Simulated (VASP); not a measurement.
BaHfZr2O6 (a cell with a defect), 10 atoms in the cell. The cell holds a defect, 10 atoms: a = 8.362 Å, b = 4.181 Å, c = 4.181 Å, α = 90.00°, β = 90.00°, γ = 90.00°. 

| Item | Value |
| --- | --- |
| Program | VASP 6.6.1 |
| Task | single point |
| Functional | PBEsol |
| Dispersion | D4 |
| Potentials or basis | VASP PAW PBE potentials, release 64 (Ba_sv, Hf_pv, Zr_sv, O) |
| Cutoff | 520 eV |
| k mesh | 2 × 2 × 2, shifted |
| Occupations | fermi-dirac, width 0.05 eV |
| Spin | no spin polarisation |
| Dipole correction | no |
| Charge | 2 |
| Further INCAR settings | ALGO = Normal; EDIFF = 1e-06; NBANDS = 51; NELECT = 78.0 |

Potentials or basis: VASP PAW PBE potentials, release 64 (Ba_sv, Hf_pv, Zr_sv, O).

Launch:

```sh
$ cat potpaw_PBE.64/Ba_sv/POTCAR potpaw_PBE.64/Hf_pv/POTCAR potpaw_PBE.64/Zr_sv/POTCAR potpaw_PBE.64/O/POTCAR > POTCAR
$ mpirun -np 1 vasp_std > vasp.out
```

Hardware: 1 thread of Intel Xeon 8259CL, on a shared host.

Question: Estimate the wall time of this run.

Answer: It took 80 s on 1 thread of Intel Xeon 8259CL, with other jobs on the host, peak memory 0.26 GiB. Counts: scf iterations 18, k points 4.
